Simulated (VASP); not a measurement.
# SnO2 (P1) in VASP: single point with r2SCAN

Aim: the single point of SnO2 with r2SCAN.

Program: VASP 6.6.1. These are calculated values, not measurements. Logs are shortened: lines on timing, memory, paths and dates and some standing lists are left out, and cuts for length are marked.

### 1 The cell of the first run

The typed cell holds 6 atoms: a = 4.755 Å, b = 4.920 Å, c = 3.077 Å, α = 80.59°, β = 89.83°, γ = 94.27°.

### 2 Single point, r2SCAN (atoms moved at random and the cell strained at random)

The input, POSCAR:

```
SnO2
1.0
    4.7511869857     -0.1808794816      0.0144028197
   -0.1808794816      4.9009187145      0.3892069460
    0.0096838373      0.2616860331      3.0661486050
Sn O
2 4
Direct
   -0.0065274326     -0.0096796424     -0.0047190738
    0.5007652065      0.5114934292      0.4923570093
    0.3071735105      0.3055103166      0.0006963121
    0.2068112979      0.8091257341      0.5192804076
    0.6863895738      0.6904343089     -0.0021746324
    0.8053878439      0.1931158535      0.4945599772
```

The input, INCAR.step1:

```
SYSTEM = SnO2
PREC = Accurate ; ENCUT = 520
ISMEAR = 0 ; SIGMA = 0.05
LREAL = .FALSE. ; LASPH = .TRUE.
NELM = 60 ; NBANDS = 35
GGA = PE ; ALGO = Normal
EDIFF = 1E-4 ; LWAVE = .TRUE.
LCHARG = .FALSE.
```

The input, INCAR.step2:

```
SYSTEM = SnO2
PREC = Accurate ; ENCUT = 520
EDIFF = 1E-6 ; ISMEAR = 0
SIGMA = 0.05 ; LREAL = .FALSE.
LASPH = .TRUE. ; NELM = 60
ALGO = Normal ; ISIF = 2
LWAVE = .FALSE. ; LCHARG = .FALSE.
METAGGA = R2SCAN ; LMIXTAU = .TRUE.
NBANDS = 35 ; ISTART = 1
```

The input, KPOINTS:

```
Automatic mesh
0
G
  6 6 8
  0 0 0
```

Potentials or basis: VASP PAW PBE potentials, release 64 (Sn_d, O).

Command:

```bash
$ cat potpaw_PBE.64/Sn_d/POTCAR potpaw_PBE.64/O/POTCAR > POTCAR
$ cp INCAR.step1 INCAR
$ mpirun -np 1 vasp_std > vasp.out
$ cp INCAR.step2 INCAR
$ mpirun -np 1 vasp_std > vasp.out
```

OUTCAR:

```text
SYSTEM = SnO2
   PREC = Accurate
   ENCUT = 520
   EDIFF = 1E-6
   ISMEAR = 0
   LREAL = .FALSE.
   LASPH = .TRUE.
   NELM = 60
   ISIF = 2
   METAGGA = R2SCAN
   ISTART = 1

 ion  position               nearest neighbor table
   1  0.993  0.990  0.995-   6 1.95   5 2.00   4 2.02   3 2.07   4 2.13   6 2.19   2 3.37   2 3.54
                             2 3.66   2 3.72   2 3.75
   2  0.501  0.511  0.492-   5 1.82   3 1.91   5 2.08   4 2.11   3 2.13   6 2.21   1 3.37   1 3.54
                             1 3.66   1 3.72   1 3.75
   3  0.307  0.306  0.001-   2 1.91   1 2.07   2 2.13
   4  0.207  0.809  0.519-   1 2.02   2 2.11   1 2.13
   5  0.686  0.690  0.998-   2 1.82   1 2.00   2 2.08
   6  0.805  0.193  0.495-   1 1.95   1 2.19   2 2.21

  LATTYP: Found a triclinic cell.
 ALAT       =     5.3595532366
 B/A-ratio  =     0.5741729729
 C/A-ratio  =     0.8871356284
 COS(alpha) =     0.0029277357
 COS(beta)  =     0.0699726580
 COS(gamma) =     0.4241629570

  Lattice vectors:

 A1 = (  -0.1905633189,   4.6392326814,  -2.6769416590)
 A2 = (  -0.0096838373,  -0.2616860331,  -3.0661486050)
 A3 = (  -4.7511869857,   0.1808794816,  -0.0144028197)

Analysis of symmetry for initial positions (statically):
=====================================================================
 Subroutine PRICEL returns:
 Original cell was already a primitive cell.

 Routine SETGRP: Setting up the symmetry group for a
 triclinic supercell.

 Subroutine GETGRP returns: Found  1 space group operations
 (whereof  1 operations were pure point group operations)
 out of a pool of  2 trial point group operations.

The static configuration has the point symmetry C_1 .

Analysis of symmetry for dynamics (positions and initial velocities):
=====================================================================
 Subroutine PRICEL returns:
 Original cell was already a primitive cell.

 Routine SETGRP: Setting up the symmetry group for a
 triclinic supercell.

 Subroutine GETGRP returns: Found  1 space group operations
 (whereof  1 operations were pure point group operations)
 out of a pool of  2 trial point group operations.

The dynamic configuration has the point symmetry C_1 .

 Subroutine INISYM returns: Found  1 space group operations
 (whereof  1 operations are pure point group operations),
 and found     1 'primitive' translations

----------------------------------------------------------------------------------------

                                     Primitive cell

  volume of cell :      70.8096

  direct lattice vectors                    reciprocal lattice vectors
     4.751186986 -0.180879482  0.014402820     0.210777984  0.007885552 -0.001338708
    -0.180879482  4.900918715  0.389206946     0.007885552  0.205730796 -0.017583374
     0.009683837  0.261686033  3.066148605    -0.001991067 -0.026151840  0.328380318

  length of vectors
     4.754650629  4.919675160  3.077310616     0.210929687  0.206631356  0.329426040

  position of ions in fractional coordinates (direct lattice)
     0.993472567  0.990320358  0.995280926
     0.500765206  0.511493429  0.492357009
     0.307173511  0.305510317  0.000696312
     0.206811298  0.809125734  0.519280408
     0.686389574  0.690434309  0.997825368
     0.805387844  0.193115853  0.494559977

  ion indices of the primitive-cell ions
   primitive index   ion index
                 1           1
                 2           2
                 3           3
                 4           4
                 5           5
                 6           6

----------------------------------------------------------------------------------------

 KPOINTS: Automatic mesh

Automatic generation of k-mesh.
 Grid dimensions read from file:
 generate k-points for:    6    6    8

 Generating k-lattice:

  Cartesian coordinates                     Fractional coordinates (reciprocal lattice)
     0.035129664  0.001314259 -0.000223118     0.166666667  0.000000000  0.000000000
     0.001314259  0.034288466 -0.002930562    -0.000000000  0.166666667  0.000000000
    -0.000248883 -0.003268980  0.041047540    -0.000000000  0.000000000  0.125000000

  Length of vectors
     0.035154948  0.034438559  0.041178255

  Shift w.r.t. Gamma in fractional coordinates (k-lattice)
     0.000000000  0.000000000  0.000000000

 Subroutine IBZKPT returns following result:
 ===========================================

 Found    148 irreducible k-points:

 Following reciprocal coordinates:
            Coordinates               Weight
  0.000000  0.000000  0.000000      1.000000
  0.166667 -0.000000 -0.000000      2.000000
  0.333333 -0.000000 -0.000000      2.000000
  0.500000 -0.000000  0.000000      1.000000
  0.000000  0.166667  0.000000      2.000000
  0.166667  0.166667 -0.000000      2.000000
[... 16 lines left out ...]
  0.333333  0.000000  0.125000      2.000000
  0.500000 -0.000000  0.125000      2.000000
 [... further k-points ...]
   k-points           NKPTS =    148   k-points in BZ     NKDIM =    148   number of bands    NBANDS=     35
   number of dos      NEDOS =    301   number of ions     NIONS =      6
   total plane-waves  NPLWV =  34560
   dimension x,y,z NGX =    36 NGY =   40 NGZ =   24
   dimension x,y,z NGXF=    72 NGYF=   80 NGZF=   48
   ions per type =               2   4
   NGX,Y,Z   is equivalent  to a cutoff of  12.59, 13.52, 12.97 a.u.
   NGXF,Y,Z  is equivalent  to a cutoff of  25.17, 27.03, 25.93 a.u.
 SYSTEM =  SnO2
   PREC   = accura    normal or accurate (medium, high low for compatibility)
   ISTART =      1    job   : 0-new  1-cont  2-samecut
   ICHARG =      0    charge: 1-file 2-atom 10-const
   ISPIN  =      1    spin polarized calculation?
   LNONCOLLINEAR =      F non collinear calculations
   LSORBIT =      F    spin-orbit coupling
   LASPH  =      T    aspherical Exc in radial PAW
   ENCUT  =  520.0 eV  38.22 Ry    6.18 a.u.   8.84  9.15  5.72*2*pi/ulx,y,z
   NELM   =     60;   NELMIN=  2; NELMDL=  0     # of ELM steps
   EDIFF  = 0.1E-05   stopping-criterion for ELM
   LREAL  =      F    real-space projection
   EDIFFG = 0.1E-04   stopping-criterion for IOM
   NSW    =      0    number of steps for IOM
   IBRION =     -1    ionic relax: 0-MD 1-quasi-New 2-CG
   NFREE  =      0    steps in history (QN), initial steepest desc. (CG)
   ISIF   =      2    stress and relaxation
   ISYM   =      2    0-nonsym 1-usesym 2-fastsym
   POTIM  = 0.5000    time-step for ionic-motion
   TEBEG  =    0.0;   TEEND  =   0.0 temperature during run
   PSTRESS=    0.0 pullay stress
   NELECT =      52.0000    total number of electrons
   NUPDOWN=      -1.0000    fix difference up-down
   EMIN   =  10.00;   EMAX   =-10.00  energy-range for DOS
   EFERMI =   0.00;   METHOD = LEGACY
   ISMEAR =     0;   SIGMA  =   0.05  broadening in eV -4-tet -1-fermi 0-gaus
   EFERMI_NEDOS =   21; number of points for ismear=-14 and -15
   IALGO  =     38    algorithm
   IMIX   =      4    mixing-type and parameters
     AMIX     =   0.40;   BMIX     =  1.00
     AMIX_MAG =   1.60;   BMIX_MAG =  1.00
  volume/ion in A,a.u.               =      11.80        79.64
  Fermi-wavevector in a.u.,A,eV,Ry     =   1.476994  2.791113 29.681253  2.181511
  Thomas-Fermi vector in A             =   2.591452
   LORBIT       =      0    0 simple, 1 ext, 2 COOP (PROOUT), +10 PAW based schemes
   METAGGA = R2SCAN    functional components
   LHFCALC =     F    Hartree Fock is set to
   AEXX    =    0.0000 exact exchange contribution
   IVDW    =     0    specifies the selected vdW correction
   LEPSILON=     F    determine dielectric tensor
   LRPA    =     F    only Hartree local field effects (RPA)
 non-spin polarized calculation
 Gauss-broadening in eV      SIGMA  =   0.05
  energy-cutoff  :      520.00
  volume of cell :       70.81
 maximum number of plane-waves:      1920
   NGX = 17   NGY = 19   NGZ = 11

 number of electron      52.0000005 magnetization

 Free energy of the ion-electron system (eV)
  ---------------------------------------------------
  ext. energy  EPLUGINS =         0.00000000
  ---------------------------------------------------
  free energy    TOTEN  =       -83.17245990 eV

  energy without entropy =      -83.17245990  energy(sigma->0) =      -83.17245990

 E-fermi :   6.3801     XC(G=0): -12.0798

 val. band max:        6.0560110137   @ k =   0.0000   0.0000   0.0000
 cond. band min:       8.0735893043   @ k =   0.0000   0.0000   0.0000
 fundamental gap:      2.0175782906
 Fermi energy:         6.3801039478

 k-point     1 :       0.0000    0.0000    0.0000
  band No.  band energies     occupation
      1     -16.6230      2.00000
      2     -15.2673      2.00000
      3     -14.9508      2.00000
      4     -14.7141      2.00000
      5     -14.6319      2.00000
      6     -14.6104      2.00000
[... 27 lines left out ...]
     34      19.0416      0.00000
     35      19.3474      0.00000

 k-point     2 :       0.1667   -0.0000   -0.0000
  band No.  band energies     occupation
      1     -16.5869      2.00000
      2     -15.3063      2.00000
      3     -14.9521      2.00000
      4     -14.7342      2.00000
      5     -14.6363      2.00000
      6     -14.6170      2.00000
[... 27 lines left out ...]
     34      18.9343      0.00000
     35      19.1925      0.00000

 k-point     3 :       0.3333   -0.0000   -0.0000
  band No.  band energies     occupation
      1     -16.5031      2.00000
      2     -15.4224      2.00000
      3     -14.9493      2.00000
      4     -14.7703      2.00000
      5     -14.6518      2.00000
      6     -14.6153      2.00000
[... 27 lines left out ...]
     34      18.9366      0.00000
     35      19.4255      0.00000
[... 723 lines left out ...]
 k-point    23 :       0.3333    0.0000    0.1250
  band No.  band energies     occupation
      1     -16.5024      2.00000
      2     -15.3449      2.00000
      3     -15.0829      2.00000
      4     -14.8364      2.00000
      5     -14.6807      2.00000
      6     -14.6097      2.00000
[... 27 lines left out ...]
     34      19.0422      0.00000
     35      19.5092      0.00000

 k-point    24 :       0.5000   -0.0000    0.1250
  band No.  band energies     occupation
      1     -16.4243      2.00000
      2     -15.5068      2.00000
      3     -15.0187      2.00000
      4     -14.8737      2.00000
      5     -14.6912      2.00000
      6     -14.6105      2.00000
[... 27 lines left out ...]
     34      19.2867      0.00000
     35      19.5577      0.00000

 [... further k-points ...]
[... 5 lines left out ...]
  --------------------------------------------------------------------------------------
  -------------------------------------------------------------------------------------
  Total        4.4634404      3.4261662     12.4837935      7.2592911     -9.2504988     -2.6910550
  in kB      100.9923458     77.5223886    282.4654275    164.2528583   -209.3070590    -60.8893453
  external PRESSURE =     153.6600540 kB  Pullay stress =       0.0000000 kB

 VOLUME and BASIS-vectors are now :
 -----------------------------------------------------------------------------
  energy-cutoff  :      520.00
  volume of cell :       70.81
      direct lattice vectors                 reciprocal lattice vectors
     4.751186986 -0.180879482  0.014402820     0.210777984  0.007885552 -0.001338708
    -0.180879482  4.900918715  0.389206946     0.007885552  0.205730796 -0.017583374
     0.009683837  0.261686033  3.066148605    -0.001991067 -0.026151840  0.328380318

 POSITION                                       TOTAL-FORCE (eV/Angst)
 -----------------------------------------------------------------------------------
      4.55068      4.93423      3.45143         1.457219      1.283460      0.853057
      2.29148      2.54505      1.71593        -1.853696     -2.479911      2.010458
      1.40418      1.44190      0.12547        -0.630358     -0.583153      1.187267
      0.84127      4.06394      1.91009        -0.642466     -0.027263     -0.045454
      3.14594      3.52073      3.33809         2.048111      1.537529     -2.935138
      3.79641      0.93019      1.60316        -0.378809      0.269338     -1.070190
 -----------------------------------------------------------------------------------
    total drift:                                0.001984      0.001288     -0.000930

  FREE ENERGIE OF THE ION-ELECTRON SYSTEM (eV)
  ---------------------------------------------------
  free  energy   TOTEN  =       -83.1724599031 eV

  energy  without entropy=      -83.1724599031  energy(sigma->0) =      -83.17245990
```

Wall time 6.6 min (1 thread of Intel Xeon 6975P-C (Granite Rapids), shared host); peak memory 0.38 GiB.

Results:

```
Free energy            : -83.1725 eV
Pressure               : 15.4 GPa
Largest force          : 3.895 eV/Å
Band gap on the k mesh : 2.02 eV
```

Forces in eV/Å, atoms in the order of the input:
```
Sn   1.457  1.283  0.853
Sn  -1.854 -2.480  2.010
O   -0.630 -0.583  1.187
O   -0.642 -0.027 -0.045
O    2.048  1.538 -2.935
O   -0.379  0.269 -1.070
```

Caveat: the cell differs from its parent crystal (atoms moved at random and the cell strained at random); the stress differs along the axes, from 8 to 28 GPa; the PAW data sets were made with another functional, which shifts forces and pressure a little; spin-orbit coupling is left out, which moves the levels of the heavy elements.
